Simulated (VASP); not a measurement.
A run of VASP 6.6.1 is set up as follows.

POSCAR

```
Sb
1.0
    0.0000000000      2.3864604735      2.3864604735
    2.3864604735      0.0000000000      2.3864604735
    2.3864604735      2.3864604735      0.0000000000
Sb
1
Direct
    0.0000000000      0.0000000000      0.0000000000
```

INCAR.step1

```
ALGO = Normal
EDIFF = 1E-5
ENCUT = 520
GGA = PE
ISIF = 2
ISMEAR = -1
LASPH = True
LREAL = False
LWAVE = True
NBANDS = 8
NELM = 60
PREC = Accurate
SIGMA = 0.1
```

The input INCAR.step2:

```
AEXX = 0.25
ALGO = Normal
EDIFF = 1E-6
ENCUT = 520
ISIF = 2
ISMEAR = -1
ISTART = 1
LASPH = True
LCHARG = True
LELF = True
LHFCALC = True
LMIXTAU = True
LREAL = False
LVHAR = True
LWAVE = False
METAGGA = R2SCAN
NBANDS = 8
NELM = 60
PREC = Accurate
PRECFOCK = Normal
SIGMA = 0.1
```

KPOINTS

```
k-points
0
Gamma
  6 6 6
```

Potentials or basis: VASP PAW PBE potentials, release 64 (Sb).

The run is started by

```sh
$ cat potpaw_PBE.64/Sb/POTCAR > POTCAR
$ cp INCAR.step1 INCAR
$ mpirun -np 1 vasp_std > vasp.out
$ cp INCAR.step2 INCAR
$ mpirun -np 1 vasp_std > vasp.out
```

Question: What does it give for the band gap on the k mesh?

Answer: Zero (an odd number of electrons rules out a gap without spin polarisation).

Question: Predict the pressure.

Answer: -3.1 GPa.

Caveat: the k points lie up to 0.38 Å⁻¹ apart, too coarse for converged energies and pressures of a metal; the PAW data sets were made with another functional, which shifts forces and pressure a little; spin-orbit coupling is left out, which moves the levels of the heavy elements.
